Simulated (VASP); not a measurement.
PbF2, 3 atoms in the cell. The structure is cubic, space group Fm-3m (No. 225). Conventional cell: a = 5.892 Å, b = 5.892 Å, c = 5.892 Å, α = 90.00°, β = 90.00°, γ = 90.00°. Within 3.4 Å of Pb (site symmetry m-3m) lie 8 F at 2.55 Å. Within 3.4 Å of F (site symmetry -43m) lie 4 Pb at 2.55 Å and 6 F at 2.95 Å. 

* Program: VASP 6.6.1
* Task: single point
* Functional: PBE-based screened hybrid with 40 % exact exchange
* Potentials or basis: VASP PAW PBE potentials, release 64 (Pb_d, F)
* Cutoff: 520 eV
* k mesh: 4 × 4 × 4
* Occupations: gaussian, width 0.01 eV
* Spin: no spin polarisation
* Dipole correction: no
* Grid for exact exchange (PRECFOCK): Normal
* Share of exact exchange: 0.4
* Further INCAR settings: ALGO = Normal; EDIFF = 1e-07; NBANDS = 21
* Screening parameter: 0.1 1/Å

Potentials or basis: VASP PAW PBE potentials, release 64 (Pb_d, F).

Command:

```console
$ cat potpaw_PBE.64/Pb_d/POTCAR potpaw_PBE.64/F/POTCAR > POTCAR
$ cp INCAR.step1 INCAR
$ mpirun -np 1 vasp_std > vasp.out
$ cp INCAR.step2 INCAR
$ mpirun -np 1 vasp_std > vasp.out
```

Hardware: 1 thread of Oxide Virtual Turin-like Processor, with other jobs on the host.

Estimate the wall time of this run.

Run time: 45 min on 1 thread of Oxide Virtual Turin-like Processor, with other jobs on the host, peak memory 0.26 GiB. Counts: k points 8.
